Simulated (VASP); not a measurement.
A run of VASP 6.6.1:

Contents of INCAR:

```
ALGO     = Normal         # electronic algorithm
EDIFF    = 1E-6           # SCF threshold, eV
ENCUT    = 520            # plane-wave cutoff, eV
ISIF     = 2              # what is computed and relaxed
ISMEAR   = -1             # smearing method
LASPH    = T              # aspherical terms in the spheres
LCHARG   = T              # write CHGCAR
LELF     = T              # ELF
LREAL    = F              # projectors in reciprocal space
LVHAR    = T            
LWAVE    = F              # write WAVECAR
NBANDS   = 26             # bands
NELM     = 60             # most SCF steps
PREC     = Accurate       # precision mode
SIGMA    = 0.02           # smearing width, eV
```

Contents of KPOINTS:

```
k-points
0
Gamma
  6 6 4
```

File POSCAR:

```
CdSe
1.0
    4.2492429514      0.0000000000      0.0000000000
   -2.1246214757      3.6799523428      0.0000000000
    0.0000000000      0.0000000000      6.9364528503
Cd Se
2 2
Direct
    0.3333333333      0.6666666667      0.0047143867
    0.6666666667      0.3333333333      0.5047143867
    0.3333333333      0.6666666667      0.3802856133
    0.6666666667      0.3333333333      0.8802856133
```

Potentials or basis: VASP PAW LDA potentials, release 64 (Cd, Se).

Command:

```console
$ cat potpaw_LDA.64/Cd/POTCAR potpaw_LDA.64/Se/POTCAR > POTCAR
$ mpirun -np 1 vasp_std > vasp.out
```

Hardware: 1 thread of Intel(R) Xeon(R) Platinum 8259CL CPU @ 2.50GHz (Skylake/Cascade Lake), with other jobs on the host.

**Question.** How long does it take, and how much memory?

**Answer.** Run time: 47 s on 1 thread of Intel(R) Xeon(R) Platinum 8259CL CPU @ 2.50GHz (Skylake/Cascade Lake), with other jobs on the host, peak memory 0.21 GiB. Counts: scf iterations 13, k points 21.
